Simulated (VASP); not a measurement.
# O: single point with PBEsol

O:

```xyz
1
Lattice="1.6994 0.0000 0.0000 0.0000 1.6994 0.0000 0.0000 0.0000 1.6994" Properties=species:S:1:pos:R:3 pbc="T T T"
O     0.0000    0.0000    0.0000
```

This cell differs from its parent crystal: volume scaled by 0.65.

```yaml
Program: VASP 6.6.1
Task: single point
Functional: PBEsol
Potentials_or_basis: VASP PAW PBE potentials, release 64 (O)
Cutoff: 600 eV
k_mesh: 16 × 16 × 16
Occupations: fermi-dirac, width 0.05 eV
Spin: no spin polarisation
Dipole_correction: no
Further_INCAR_settings: ALGO = Normal; EDIFF = 1e-06; NBANDS = 9
```

```
Pressure               : 219.0 GPa
Band gap on the k mesh : zero (band 3 reaches 14.54 eV, above the bottom of band 4 at 4.34 eV)
```

Levels at points of the mesh, in eV from the Fermi level:
```
           k point  band 1  band 2  band 3  band 4  band 5  band 6  band 7  band 8
(0.00, 0.00, 0.00)  -30.02    1.58    1.58    1.58   22.83   29.85   29.85   56.96
(0.50, 0.00, 0.00)  -22.96  -15.22    3.59    3.59   26.37   35.16   38.21   44.81
(0.50, 0.50, 0.00)  -16.41  -10.33  -10.33    5.22   10.88   39.91   39.91   45.70
(0.50, 0.50, 0.50)  -10.22   -6.61   -6.61   -6.61   21.08   21.08   21.08   27.24
```

Run time: 4.6 s on 1 thread of Intel Xeon 6455B, on a shared host, peak memory 0.11 GiB.

Caveat: the PAW data sets were made with another functional, which shifts forces and pressure a little.
